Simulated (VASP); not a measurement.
# Os (P6_3/mmc) in VASP: further runs, part 2 of 2

VASP 6.6.1.

## (6) Single point, PBEsol

This run uses another cell than the first one, of 13.89 Å³/atom.

Input file INCAR:

```
SYSTEM = Os
PREC     = Accurate       ! precision mode
ENCUT    = 520            ! plane-wave cutoff, eV
EDIFF    = 1E-7           ! SCF threshold, eV
ISMEAR   = 0              ! smearing method
SIGMA    = 0.1            ! smearing width, eV
LREAL    = .False.        ! projectors in reciprocal space
LASPH    = .True.         ! aspherical terms in the spheres
NELM     = 100            ! most SCF steps
ALGO     = Fast           ! electronic algorithm
ISIF     = 2              ! what is computed and relaxed
LWAVE    = .False.        ! write WAVECAR
LCHARG   = .False.        ! write CHGCAR
GGA      = PS             ! functional
NBANDS   = 15             ! bands
```

Input file KPOINTS:

```
regular mesh
0
Gamma
  18 18 10
  0 0 0
```

Input file POSCAR:

```
Os
1.0
    2.7272132493      0.0000000000      0.0000000000
   -1.3636066246      2.3618359554      0.0000000000
    0.0000000000      0.0000000000      4.3132446887
Os
2
Direct
    0.3333333333      0.6666666667      0.2500000000
    0.6666666667      0.3333333333      0.7500000000
```

Potentials or basis: VASP PAW PBE potentials, release 64 (Os).

Launch:

```sh
cat potpaw_PBE.64/Os/POTCAR > POTCAR
mpirun -np 1 vasp_std > vasp.out
```

OUTCAR:

```text
SYSTEM = Os
   PREC = Accurate
   ENCUT = 520
   EDIFF = 1E-7
   ISMEAR = 0
   LREAL = .False.
   LASPH = .True.
   NELM = 100
   ISIF = 2
   GGA = PS

 ion  position               nearest neighbor table
   1  0.333  0.667  0.250-   2 2.67   2 2.67   2 2.67   2 2.67   2 2.67   2 2.67
   2  0.667  0.333  0.750-   1 2.67   1 2.67   1 2.67   1 2.67   1 2.67   1 2.67

  LATTYP: Found a hexagonal cell.
 ALAT       =     2.7272132493
 C/A-ratio  =     1.5815575441

  Lattice vectors:

 A1 = (   2.7272132493,   0.0000000000,   0.0000000000)
 A2 = (  -1.3636066246,   2.3618359554,   0.0000000000)
 A3 = (   0.0000000000,   0.0000000000,   4.3132446887)

Analysis of symmetry for initial positions (statically):
=====================================================================
 Subroutine PRICEL returns:
 Original cell was already a primitive cell.

 Routine SETGRP: Setting up the symmetry group for a
 hexagonal supercell.

 Subroutine GETGRP returns: Found 24 space group operations
 (whereof 12 operations were pure point group operations)
 out of a pool of 24 trial point group operations.

The static configuration has the point symmetry D_3d.
 The point group associated with its full space group is D_6h.

Analysis of symmetry for dynamics (positions and initial velocities):
=====================================================================
 Subroutine PRICEL returns:
 Original cell was already a primitive cell.

 Routine SETGRP: Setting up the symmetry group for a
 hexagonal supercell.

 Subroutine GETGRP returns: Found 24 space group operations
 (whereof 12 operations were pure point group operations)
 out of a pool of 24 trial point group operations.

The dynamic configuration has the point symmetry D_3d.
 The point group associated with its full space group is D_6h.

 Subroutine INISYM returns: Found 24 space group operations
 (whereof 12 operations are pure point group operations),
 and found     1 'primitive' translations

[... 125 lines left out ...]
 non-spin polarized calculation
 RMM-DIIS sequential band-by-band and
 Gauss-broadening in eV      SIGMA  =   0.10
  energy-cutoff  :      520.00
  volume of cell :       27.78
 maximum number of plane-waves:       768
   NGX = 11   NGY = 11   NGZ = 17

 number of electron      15.9999998 magnetization

 Free energy of the ion-electron system (eV)
  ---------------------------------------------------
  ext. energy  EPLUGINS =         0.00000000
  ---------------------------------------------------
  free energy    TOTEN  =       -24.48566405 eV

  energy without entropy =      -24.47828764  energy(sigma->0) =      -24.48197584

 E-fermi :   9.4109     XC(G=0): -14.1938

 val. band max:        9.4021009807   @ k =   0.2222   0.0556   0.3000
 cond. band min:       9.4207177705   @ k =   0.4444   0.1111   0.4000
 fundamental gap:      0.0186167898
 Fermi energy:         9.4108995783

 k-point     1 :       0.0000    0.0000    0.0000
  band No.  band energies     occupation
      1      -1.6457      2.00000
      2       1.5192      2.00000
      3       6.3120      2.00000
      4       6.3120      2.00000
      5       6.5595      2.00000
      6       7.1647      2.00000
      7       7.1647      2.00000
      8       7.8419      2.00000
      9       7.8419      2.00000
     10       9.3976      1.14873
     11      11.1244      0.00000
     12      11.1244      0.00000
     13      18.5258      0.00000
     14      23.4514      0.00000
[... 401 lines left out ...]
      2       2.6291      2.00000
      3       2.9623      2.00000
      4       5.7555      2.00000
      5       5.8480      2.00000
      6       6.7480      2.00000
      7       7.4536      2.00000
      8      11.0177      0.00000
      9      11.4621      0.00000
     10      11.9484      0.00000
     11      13.3728      0.00000
     12      16.4116      0.00000
     13      18.8700      0.00000
     14      19.9559      0.00000
     15      21.7357      0.00000

 [... further k-points ...]

------------------------ aborting loop because EDIFF is reached ----------------------------------------

  FORCE on cell =-STRESS in cart. coord.  units (eV):
  Direction    XX          YY          ZZ          XY          YZ          ZX
  --------------------------------------------------------------------------------------
  -------------------------------------------------------------------------------------
  Total        0.0888945      0.0888945      0.0741375      0.0000000      0.0000000      0.0000000
  in kB        5.1263987      5.1263987      4.2753894      0.0000000      0.0000000      0.0000000
  external PRESSURE =       4.8427290 kB  Pullay stress =       0.0000000 kB

 VOLUME and BASIS-vectors are now :
 -----------------------------------------------------------------------------
  energy-cutoff  :      520.00
  volume of cell :       27.78
      direct lattice vectors                 reciprocal lattice vectors
     2.727213249  0.000000000  0.000000000     0.366674663  0.211699716  0.000000000
    -1.363606625  2.361835955  0.000000000     0.000000000  0.423399431  0.000000000
     0.000000000  0.000000000  4.313244689     0.000000000  0.000000000  0.231844023

 POSITION                                       TOTAL-FORCE (eV/Angst)
 -----------------------------------------------------------------------------------
     -0.00000      1.57456      1.07831        -0.000000      0.000000      0.000000
      1.36361      0.78728      3.23493         0.000000     -0.000000      0.000000
 -----------------------------------------------------------------------------------
    total drift:                               -0.000000      0.000000     -0.000000

  FREE ENERGIE OF THE ION-ELECTRON SYSTEM (eV)
  ---------------------------------------------------
  free  energy   TOTEN  =       -24.4856640495 eV

  energy  without entropy=      -24.4782876351  energy(sigma->0) =      -24.48197584
```

OSZICAR:

```text
N       E                     dE             d eps       ncg     rms          rms(c)
DAV:   1     0.102035366402E+03    0.10204E+03   -0.74748E+03  6660   0.103E+03
DAV:   2    -0.212007451326E+02   -0.12324E+03   -0.10737E+03  6779   0.327E+02
DAV:   3    -0.259907375391E+02   -0.47900E+01   -0.46041E+01  9012   0.569E+01
DAV:   4    -0.260280877968E+02   -0.37350E-01   -0.37247E-01  7304   0.511E+00
DAV:   5    -0.260282804774E+02   -0.19268E-03   -0.19267E-03  9069   0.349E-01    0.246E+01
RMM:   6    -0.248285992369E+02    0.11997E+01   -0.87920E-01  6666   0.696E+00    0.992E+00
RMM:   7    -0.244908471670E+02    0.33775E+00   -0.10236E+00  6784   0.612E+00    0.735E-01
RMM:   8    -0.244885413578E+02    0.23058E-02   -0.59839E-02  7219   0.293E+00    0.156E+00
RMM:   9    -0.244896494458E+02   -0.11081E-02   -0.20194E-02  7388   0.904E-01    0.871E-01
RMM:  10    -0.244856436082E+02    0.40058E-02   -0.10323E-02  6870   0.114E+00    0.275E-01
RMM:  11    -0.244856679542E+02   -0.24346E-04   -0.75467E-04  7354   0.217E-01    0.299E-01
RMM:  12    -0.244856679861E+02   -0.31942E-07   -0.40248E-05  7473   0.495E-02    0.249E-02
RMM:  13    -0.244856648116E+02    0.31745E-05   -0.19384E-05  7281   0.430E-02    0.141E-01
RMM:  14    -0.244856646473E+02    0.16429E-06   -0.22977E-06  7729   0.134E-02    0.435E-02
RMM:  15    -0.244856643152E+02    0.33216E-06   -0.22376E-07  5886   0.332E-03    0.136E-03
RMM:  16    -0.244856641749E+02    0.14026E-06   -0.10595E-07  4662   0.235E-03    0.442E-03
RMM:  17    -0.244856640672E+02    0.10772E-06   -0.23558E-08  4174   0.992E-04    0.225E-03
RMM:  18    -0.244856640495E+02    0.17659E-07   -0.12217E-09  2389   0.377E-04
   1 F= -.24485664E+02 E0= -.24481976E+02  d E =-.737641E-02
```

It took 55 s on 1 thread of Intel Xeon Platinum 8488C (Sapphire Rapids), shared host; peak memory 0.2 GiB.

What came out:

```yaml
Free_energy: -24.4857 eV
Pressure: 0.5 GPa
Band_gap_on_the_k_mesh: zero (bands 8 and 9 overlap by 4.00 eV)
```

Levels at points of the mesh, in eV from the Fermi level:
| k point | band 6 | band 7 | band 8 | band 9 | band 10 | band 11 |
| --- | --- | --- | --- | --- | --- | --- |
| (0.00, 0.00, 0.00) | -2.25 | -2.25 | -1.57 | -1.57 | -0.01 | 1.71 |
| (0.50, 0.00, 0.00) | -2.61 | -1.92 | 2.08 | 2.65 | 2.76 | 4.47 |
| (0.00, 0.00, 0.50) | -3.29 | -3.29 | -3.29 | 0.91 | 0.91 | 0.91 |
| (0.50, 0.00, 0.50) | -1.22 | -0.18 | -0.18 | 2.42 | 2.42 | 3.34 |

Caveat: the PAW data sets were made with another functional, which shifts forces and pressure a little; spin-orbit coupling is left out, which moves the levels of the heavy elements.

## (7) The runs side by side

| cell | gap on the mesh (eV) | pressure (GPa) |
| --- | --- | --- |
| a = 2.609, b = 2.609, c = 4.149 Å, angles 90.0, 90.0, 120.0°, 2 atoms | none | 78.0 |
| a = 2.639, b = 2.639, c = 4.192 Å, angles 90.0, 90.0, 120.0°, 2 atoms | none | 53.3 |
| a = 2.669, b = 2.669, c = 4.233 Å, angles 90.0, 90.0, 120.0°, 2 atoms | none | 32.5 |
| a = 2.698, b = 2.698, c = 4.274 Å, angles 90.0, 90.0, 120.0°, 2 atoms | none | 15.0 |
| a = 2.727, b = 2.727, c = 4.313 Å, angles 90.0, 90.0, 120.0°, 2 atoms | none | 0.5 |

Alike in all rows: task single point; level PBEsol; potentials or basis VASP PAW PBE potentials, release 64 (Os); no spin polarisation; k mesh 18 × 18 × 10; cutoff (eV) 520; smearing gaussian 0.1 eV.

Caveats: the PAW data sets were made with another functional, which shifts forces and pressure a little; spin-orbit coupling is left out, which moves the levels of the heavy elements; the cell stands under pressure (at least some runs).

Absolute energies hang on the potentials; compare differences alone.
